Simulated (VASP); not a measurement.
Write the native input for VASP 6.6.1 that does the following.

| Quantity | Value |
| --- | --- |
| Task | electric field gradients |
| Functional | PBE |
| Potentials or basis | VASP PAW PBE potentials, release 64 (Ca_sv, Sc_sv, B, O) |
| Cutoff | 520 eV |
| k mesh | 2 × 6 × 3 |
| Occupations | fermi-dirac, width 0.02 eV |
| Spin | no spin polarisation |
| Dipole correction | no |
| Further INCAR settings | ALGO = Normal; EDIFF = 1e-08; NBANDS = 116 |

The structure of CaScBO4 lies in POSCAR:

```
CaScBO4
1.0
   10.2830000000      0.0000000000      0.0000000000
    0.0000000000      3.3636000000      0.0000000000
    0.0000000000      0.0000000000      9.4320000000
Ca Sc B O
4 4 4 16
Direct
    0.5889948350      0.7500000000      0.8428676670
    0.9110051650      0.2500000000      0.3428676670
    0.0889948350      0.7500000000      0.6571323330
    0.4110051650      0.2500000000      0.1571323330
    0.3914330697      0.2500000000      0.5727319486
    0.1085669303      0.7500000000      0.0727319486
    0.8914330697      0.2500000000      0.9272680514
    0.6085669303      0.7500000000      0.4272680514
    0.3041770714      0.2500000000      0.8646792901
    0.1958229286      0.7500000000      0.3646792901
    0.8041770714      0.2500000000      0.6353207099
    0.6958229286      0.7500000000      0.1353207099
    0.5024678774      0.7500000000      0.6158971537
    0.9975321226      0.2500000000      0.1158971537
    0.0024678774      0.7500000000      0.8841028463
    0.4975321226      0.2500000000      0.3841028463
    0.2426872498      0.2500000000      0.7338129927
    0.2573127502      0.7500000000      0.2338129927
    0.7426872498      0.2500000000      0.7661870073
    0.7573127502      0.7500000000      0.2661870073
    0.2674682458      0.7500000000      0.4897032783
    0.2325317542      0.2500000000      0.9897032783
    0.7674682458      0.7500000000      0.0102967217
    0.7325317542      0.2500000000      0.5102967217
    0.4377395376      0.2500000000      0.8749676639
    0.0622604624      0.7500000000      0.3749676639
    0.9377395376      0.2500000000      0.6250323361
    0.5622604624      0.7500000000      0.1250323361
```

These files were run (other wordings do the same):

INCAR

```
ALGO = Normal
EDIFF = 1E-8
ENCUT = 520
GGA = PE
GGA_COMPAT = F
ISIF = 2
ISMEAR = -1
LASPH = T
LCHARG = F
LEFG = T
LREAL = F
LWAVE = F
NBANDS = 116
NELM = 120
PREC = Accurate
SIGMA = 0.02
```

KPOINTS

```
k-points
0
Gamma
  2 6 3
```

Potentials or basis: VASP PAW PBE potentials, release 64 (Ca_sv, Sc_sv, B, O).

Command:

```bash
$ cat potpaw_PBE.64/Ca_sv/POTCAR potpaw_PBE.64/Sc_sv/POTCAR potpaw_PBE.64/B/POTCAR potpaw_PBE.64/O/POTCAR > POTCAR
$ mpirun -np 1 vasp_std > vasp.out
```

Results of the run:

```yaml
Pressure: 2.6 GPa
Largest_force: 0.057 eV/Å
Band_gap_on_the_k_mesh: 4.27 eV
Largest_electric_field_gradient_by_atom: Ca -24.2; Sc +51.1; B +32.9; O -6.0, +50.3, -67.1, +48.1 (each value once) V/Å²
```

Caveat: without QUAD_EFG the Cq values of the log hold for a quadrupole moment of 1 mb, not for the nuclei.

It took 57 min on 1 thread of Intel Xeon 8259CL, on a shared host, peak memory 0.71 GiB.
